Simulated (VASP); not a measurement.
# Sb in VASP: notebook, part 2 of 2

VASP 6.6.1. The steps go on from the part before.

## 6. Single point, HSE06

This run uses another cell than the first one, of 24.64 Å³/atom, 0.887 times its volume.

Contents of POSCAR:

```
Sb
1.0
   -1.8331395369      1.8331395369      1.8331395369
    1.8331395369     -1.8331395369      1.8331395369
    1.8331395369      1.8331395369     -1.8331395369
Sb
1
Direct
    0.0000000000      0.0000000000      0.0000000000
```

Contents of INCAR.step1:

```
ALGO = Normal
EDIFF = 1E-5
ENCUT = 520
GGA = PE
ISIF = 2
ISMEAR = -1
LASPH = True
LCHARG = False
LREAL = False
LWAVE = True
NBANDS = 8
NELM = 60
PREC = Accurate
SIGMA = 0.05
```

Contents of INCAR.step2:

```
ALGO = Normal
EDIFF = 1E-6
ENCUT = 520
GGA = PE
HFSCREEN = 0.2079
ISIF = 2
ISMEAR = -1
ISTART = 1
LASPH = True
LCHARG = False
LHFCALC = True
LREAL = False
LWAVE = False
NBANDS = 8
NELM = 60
PREC = Accurate
PRECFOCK = Normal
SIGMA = 0.05
```

Contents of KPOINTS:

```
k-points
0
Gamma
  6 6 6
```

Potentials or basis: VASP PAW PBE potentials, release 64 (Sb).

The run is started by

```
> cat potpaw_PBE.64/Sb/POTCAR > POTCAR
> cp INCAR.step1 INCAR
> mpirun -np 1 vasp_std > vasp.out
> cp INCAR.step2 INCAR
> mpirun -np 1 vasp_std > vasp.out
```

OUTCAR:

```text
EDIFF = 1E-6
   ENCUT = 520
   GGA = PE
   HFSCREEN = 0.2079
   ISIF = 2
   ISMEAR = -1
   ISTART = 1
   LASPH = True
   LHFCALC = True
   LREAL = False
   NELM = 60
   PREC = Accurate
   PRECFOCK = Normal

 ion  position               nearest neighbor table
   1  0.000  0.000  0.000-

  LATTYP: Found a body centered cubic cell.
 ALAT       =     3.6662790738

  Lattice vectors:

 A1 = (  -1.8331395369,   1.8331395369,   1.8331395369)
 A2 = (   1.8331395369,  -1.8331395369,   1.8331395369)
 A3 = (   1.8331395369,   1.8331395369,  -1.8331395369)

Analysis of symmetry for initial positions (statically):
=====================================================================
 Subroutine PRICEL returns:
 Original cell was already a primitive cell.

 Routine SETGRP: Setting up the symmetry group for a
 body centered cubic supercell.

 Subroutine GETGRP returns: Found 48 space group operations
 (whereof 48 operations were pure point group operations)
 out of a pool of 48 trial point group operations.

The static configuration has the point symmetry O_h .

Analysis of symmetry for dynamics (positions and initial velocities):
=====================================================================
 Subroutine PRICEL returns:
 Original cell was already a primitive cell.

 Routine SETGRP: Setting up the symmetry group for a
 body centered cubic supercell.

 Subroutine GETGRP returns: Found 48 space group operations
 (whereof 48 operations were pure point group operations)
 out of a pool of 48 trial point group operations.

The dynamic configuration has the point symmetry O_h .

 Subroutine INISYM returns: Found 48 space group operations
 (whereof 48 operations are pure point group operations),
 and found     1 'primitive' translations

----------------------------------------------------------------------------------------

                                     Primitive cell

  volume of cell :      24.6403

  direct lattice vectors                    reciprocal lattice vectors
    -1.833139537  1.833139537  1.833139537     0.000000000  0.272756105  0.272756105
     1.833139537 -1.833139537  1.833139537     0.272756105  0.000000000  0.272756105
     1.833139537  1.833139537 -1.833139537     0.272756105  0.272756105  0.000000000

  length of vectors
     3.175090815  3.175090815  3.175090815     0.385735383  0.385735383  0.385735383

  position of ions in fractional coordinates (direct lattice)
     0.000000000  0.000000000  0.000000000

  ion indices of the primitive-cell ions
   primitive index   ion index
                 1           1

----------------------------------------------------------------------------------------

 KPOINTS: k-points

Automatic generation of k-mesh.
 Grid dimensions read from file:
 generate k-points for:    6    6    6

 Generating k-lattice:

  Cartesian coordinates                     Fractional coordinates (reciprocal lattice)
     0.000000000  0.045459351  0.045459351     0.166666667  0.000000000  0.000000000
     0.045459351  0.000000000  0.045459351     0.000000000  0.166666667  0.000000000
     0.045459351  0.045459351  0.000000000     0.000000000  0.000000000  0.166666667

  Length of vectors
     0.064289230  0.064289230  0.064289230

  Shift w.r.t. Gamma in fractional coordinates (k-lattice)
     0.000000000  0.000000000  0.000000000

 Subroutine IBZKPT returns following result:
 ===========================================

 Found     16 irreducible k-points:

 Following reciprocal coordinates:
            Coordinates               Weight
  0.000000  0.000000  0.000000      1.000000
  0.166667  0.000000  0.000000     12.000000
  0.333333  0.000000  0.000000     12.000000
  0.500000  0.000000  0.000000      6.000000
  0.166667  0.166667  0.000000     24.000000
  0.333333  0.166667  0.000000     48.000000
[... 8 lines left out ...]
  0.500000  0.500000  0.333333     12.000000
  0.500000  0.500000  0.500000      1.000000
   k-points           NKPTS =     16   k-points in BZ     NKDIM =    216   number of bands    NBANDS=      8
   number of dos      NEDOS =    301   number of ions     NIONS =      1
   total plane-waves  NPLWV =  13824
   dimension x,y,z NGX =    24 NGY =   24 NGZ =   24
   dimension x,y,z NGXF=    48 NGYF=   48 NGZF=   48
   ions per type =               1
   NGX,Y,Z   is equivalent  to a cutoff of  12.57, 12.57, 12.57 a.u.
   NGXF,Y,Z  is equivalent  to a cutoff of  25.13, 25.13, 25.13 a.u.
 SYSTEM =  unknown system
   PREC   = accura    normal or accurate (medium, high low for compatibility)
   ISTART =      1    job   : 0-new  1-cont  2-samecut
   ICHARG =      0    charge: 1-file 2-atom 10-const
   ISPIN  =      1    spin polarized calculation?
   LNONCOLLINEAR =      F non collinear calculations
   LSORBIT =      F    spin-orbit coupling
   LASPH  =      T    aspherical Exc in radial PAW
   ENCUT  =  520.0 eV  38.22 Ry    6.18 a.u.   5.90  5.90  5.90*2*pi/ulx,y,z
   NELM   =     60;   NELMIN=  2; NELMDL=  0     # of ELM steps
   EDIFF  = 0.1E-05   stopping-criterion for ELM
   LREAL  =      F    real-space projection
   EDIFFG = 0.1E-04   stopping-criterion for IOM
   NSW    =      0    number of steps for IOM
   IBRION =     -1    ionic relax: 0-MD 1-quasi-New 2-CG
   NFREE  =      0    steps in history (QN), initial steepest desc. (CG)
   ISIF   =      2    stress and relaxation
   ISYM   =      3    0-nonsym 1-usesym 2-fastsym
   POTIM  = 0.5000    time-step for ionic-motion
   TEBEG  =    0.0;   TEEND  =   0.0 temperature during run
   PSTRESS=    0.0 pullay stress
   NELECT =       5.0000    total number of electrons
   NUPDOWN=      -1.0000    fix difference up-down
   EMIN   =  10.00;   EMAX   =-10.00  energy-range for DOS
   EFERMI =   0.00;   METHOD = LEGACY
   ISMEAR =    -1;   SIGMA  =   0.05  broadening in eV -4-tet -1-fermi 0-gaus
   EFERMI_NEDOS =   21; number of points for ismear=-14 and -15
   IALGO  =     38    algorithm
   IMIX   =      1    mixing-type and parameters
     AMIX     =   0.40;   BMIX     =  1.00
     AMIX_MAG =   1.60;   BMIX_MAG =  1.00
  volume/ion in A,a.u.               =      24.64       166.28
  Fermi-wavevector in a.u.,A,eV,Ry     =   0.962017  1.817948 12.591869  0.925476
  Thomas-Fermi vector in A             =   2.091439
   LORBIT       =      0    0 simple, 1 ext, 2 COOP (PROOUT), +10 PAW based schemes
   GGA     = PE    functional components
   LHFCALC =     T    Hartree Fock is set to
   PRECFOCK=normal    Normal, Fast or Accurate (Low or Medium for compatibility)
   ENCUT4O =  -1.0   cutoff for four orbital integrals eV
   NKREDX  =     1    reduce k-point grid by
   NKREDY  =     1    reduce k-point grid by
   NKREDZ  =     1    reduce k-point grid by
   AEXX    =    0.2500 exact exchange contribution
   HFSCREEN=    0.2079 screening length (either q_TF or 0.3 A-1)
   HFSCREENC=   0.2079 screening length for correlation (either q_TF or 0.3 A-1)
   ENCUTFOCK=  -1.0 apply spherical cutoff to Coloumb kernel
   IVDW    =     0    specifies the selected vdW correction
   LEPSILON=     F    determine dielectric tensor
   LRPA    =     F    only Hartree local field effects (RPA)
 non-spin polarized calculation
  energy-cutoff  :      520.00
  volume of cell :       24.64
 maximum number of plane-waves:       682
  NGX = 18; NGY = 18; NGZ = 18

 number of electron       5.0000001 magnetization

 Free energy of the ion-electron system (eV)
  ---------------------------------------------------
  ext. energy  EPLUGINS =         0.00000000
  ---------------------------------------------------
  free energy    TOTEN  =        -4.66520334 eV

  energy without entropy =       -4.65763189  energy(sigma->0) =       -4.66141762

 E-fermi :   9.0113     XC(G=0):  -8.7940

 val. band max:        8.8717929235   @ k =   0.3333   0.1667   0.0000
 cond. band min:       9.1807501462   @ k =   0.5000   0.5000   0.3333
 fundamental gap:      0.3089572227
 Fermi energy:         9.0113487631

 k-point     1 :       0.0000    0.0000    0.0000
  band No.  band energies     occupation
      1      -5.5986      2.00000
      2      16.4929      0.00000
      3      16.4929      0.00000
      4      16.4929      0.00000
      5      21.0801      0.00000
      6      21.0801      0.00000
      7      21.0801      0.00000
      8      22.3998      0.00000
[... 155 lines left out ...]
 k-point    16 :       0.5000    0.5000    0.5000
  band No.  band energies     occupation
      1       3.9952      2.00000
      2       6.9712      2.00000
      3       6.9712      2.00000
      4       6.9712      2.00000
      5      12.6235      0.00000
      6      12.6235      0.00000
      7      28.3374      0.00000
      8      28.3374      0.00000

------------------------ aborting loop because EDIFF is reached ----------------------------------------

  FORCE on cell =-STRESS in cart. coord.  units (eV):
  Direction    XX          YY          ZZ          XY          YZ          ZX
  --------------------------------------------------------------------------------------
  -------------------------------------------------------------------------------------
  Total        0.7847061      0.7847061      0.7847061      0.0000000      0.0000000      0.0000000
  in kB       51.0235930     51.0235930     51.0235930      0.0000000      0.0000000      0.0000000
  external PRESSURE =      51.0235930 kB  Pullay stress =       0.0000000 kB

 VOLUME and BASIS-vectors are now :
 -----------------------------------------------------------------------------
  energy-cutoff  :      520.00
  volume of cell :       24.64
      direct lattice vectors                 reciprocal lattice vectors
    -1.833139537  1.833139537  1.833139537     0.000000000  0.272756105  0.272756105
     1.833139537 -1.833139537  1.833139537     0.272756105  0.000000000  0.272756105
     1.833139537  1.833139537 -1.833139537     0.272756105  0.272756105  0.000000000

 POSITION                                       TOTAL-FORCE (eV/Angst)
 -----------------------------------------------------------------------------------
      0.00000      0.00000      0.00000        -0.000000     -0.000000      0.000000
 -----------------------------------------------------------------------------------
    total drift:                               -0.000000      0.000006      0.000014

  FREE ENERGIE OF THE ION-ELECTRON SYSTEM (eV)
  ---------------------------------------------------
  free  energy   TOTEN  =        -4.6652033434 eV

  energy  without entropy=       -4.6576318915  energy(sigma->0) =       -4.66141762
```

OUTCAR.step1:

```text
EDIFF = 1E-5
   ENCUT = 520
   GGA = PE
   ISIF = 2
   ISMEAR = -1
   LASPH = True
[... 379 lines left out ...]

 POSITION                                       TOTAL-FORCE (eV/Angst)
 -----------------------------------------------------------------------------------
      0.00000      0.00000      0.00000        -0.000000      0.000000     -0.000000
 -----------------------------------------------------------------------------------
    total drift:                                0.000000      0.000000      0.000000

  FREE ENERGIE OF THE ION-ELECTRON SYSTEM (eV)
  ---------------------------------------------------
  free  energy   TOTEN  =        -3.7849343427 eV

  energy  without entropy=       -3.7741301996  energy(sigma->0) =       -3.77953227
```

Run time: 2.1 min. Hardware: 1 thread of Intel Xeon 6975P-C (Granite Rapids), shared host; peak memory 0.24 GiB.

What came out:

```
Free energy : -4.6652 eV
Pressure    : 5.1 GPa
```

Caveat: the k points lie up to 0.40 Å⁻¹ apart; the PAW data sets were made with another functional, which shifts forces and pressure a little; spin-orbit coupling is left out, which moves the levels of the heavy elements.

## 7. The runs side by side

| level | potentials or basis | spin | cell | k mesh | grid for exact exchange (PRECFOCK) | screening parameter | gap on the mesh (eV) | pressure (GPa) |
| --- | --- | --- | --- | --- | --- | --- | --- | --- |
| PBE | VASP PAW PBE potentials, release 64 (Sb) | off | a = 3.305 Å, angles 109.5°, 1 atom | 10 × 10 × 10 | - | - | none | -0.7 |
| PBE | VASP PAW PBE potentials, release 64 (Sb) | off | a = 3.303, b = 3.281, c = 3.235 Å, angles 110.9, 110.3, 109.4°, 1 atom | 10 × 10 × 10 | - | - | none | 2.9 |
| LDA | VASP PAW LDA potentials, release 64 (Sb) | off | a = 3.241 Å, angles 109.5°, 1 atom | 7 × 7 × 7 | - | - | none | -1.8 |
| LDA | VASP PAW LDA potentials, release 64 (Sb) | non-collinear, zero start, SOC | a = 3.241 Å, angles 109.5°, 1 atom | 7 × 7 × 7 | - | - | - | -1.4 |
| HSE06 | VASP PAW PBE potentials, release 64 (Sb) | off | a = 3.175 Å, angles 109.5°, 1 atom | 6 × 6 × 6 | Normal | 0.2079 1/Å | none | 5.1 |

Alike in all rows: task single point; cutoff (eV) 520; smearing fermi-dirac 0.05 eV.

Caveats: some runs use coarse meshes; spin-orbit coupling is left out, which moves the levels of the heavy elements (some runs); the PAW data sets were made with another functional, which shifts forces and pressure a little (some runs).

Absolute energies hang on the potentials; compare differences alone.
